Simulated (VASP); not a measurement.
PbO: single point with PBEsol

Crystal: PbO.

```
Pb O
1.0
     0.00000    2.79878    2.79878
     2.79878    0.00000    2.79878
     2.79878    2.79878    0.00000
Pb O
1 1
Direct
  0.00000 0.00000 0.00000
  0.25000 0.25000 0.25000
```

```
Program             : VASP 6.6.1
Task                : single point
Functional          : PBEsol
Potentials or basis : VASP PAW PBE potentials, release 64 (Pb_d, O)
Cutoff              : 600 eV
k mesh              : 6 × 6 × 6
Occupations         : methfessel-paxton, width 0.2 eV
Spin                : no spin polarisation
```

| Property | Result |
| --- | --- |
| Pressure | -0.9 GPa |
| Band gap on the k mesh | 0.39 eV (least direct gap 0.54 eV) |

Levels at points of the mesh, in eV from the valence-band top:
| k point | band 7 | band 8 | band 9 | band 10 | band 11 | band 12 | band 13 | band 14 |
| --- | --- | --- | --- | --- | --- | --- | --- | --- |
| (0.00, 0.00, 0.00) | -6.82 | -2.25 | -2.25 | -2.25 | 5.27 | 5.27 | 5.27 | 8.04 |
| (0.50, 0.00, 0.00) | -7.88 | -2.73 | -2.73 | -2.22 | 2.41 | 5.47 | 5.47 | 8.65 |
| (0.50, 0.50, 0.00) | -7.86 | -3.52 | -3.52 | -0.14 | 0.39 | 5.88 | 5.88 | 6.26 |

It took 12 s on 1 thread of Intel(R) Xeon(R) Platinum 8488C (Sapphire Rapids), with other jobs on the host, peak memory 0.18 GiB.

Caveat: the structure was generated, so it needn't be the stable form of PbO; the PAW data sets were made with another functional, which shifts forces and pressure a little; spin-orbit coupling is left out, which moves the levels of the heavy elements. A k mesh can miss the band edges.
